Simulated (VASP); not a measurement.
Crystal: Fe.

```
Fe
1.0
     0.00000    1.80578    1.80578
     1.80578    0.00000    1.80578
     1.80578    1.80578    0.00000
Fe
1
Direct
  0.00000 0.00000 0.00000
```

* Program: VASP 6.6.1
* Task: relaxation of cell and atoms
* Functional: PBEsol
* Potentials or basis: VASP PAW PBE potentials, release 64 (Fe)
* Cutoff: 600 eV
* k mesh: 15 × 15 × 15
* Occupations: fermi-dirac, width 0.1 eV
* Spin: no spin polarisation

At the start: pressure -36.9 GPa; volume 11.78 Å³/atom.

Problem. Where does the relaxation end?

Solution. Over 5 steps the energy falls by 260.2 meV/atom and the volume is 9.86 Å³/atom (-16.2 %); space group Fm-3m (No. 225, to 0.05 Å).

The path:
```csv
step,energy change (eV),largest force (eV/Å),pressure (GPa),volume (Å³)
1,0.0000,0.0000,-36.87,11.78
2,0.4562,0.0000,134.78,7.74
3,-0.2589,0.0000,-3.53,9.98
4,-0.2601,0.0000,-1.20,9.90
5,-0.2602,0.0000,0.12,9.86
```

Final structure:
```
CELL_PARAMETERS angstrom
0.00000 1.70219 1.70219
1.70219 0.00000 1.70219
1.70219 1.70219 0.00000
ATOMIC_POSITIONS crystal
Fe 0.00000 0.00000 0.00000
```

Caveat: the volume moved by over 15 % at a fixed basis, so the end points are rough; the PAW data sets were made with another functional, which shifts forces and pressure a little; the run has no spin polarisation, though such a crystal can be magnetic.
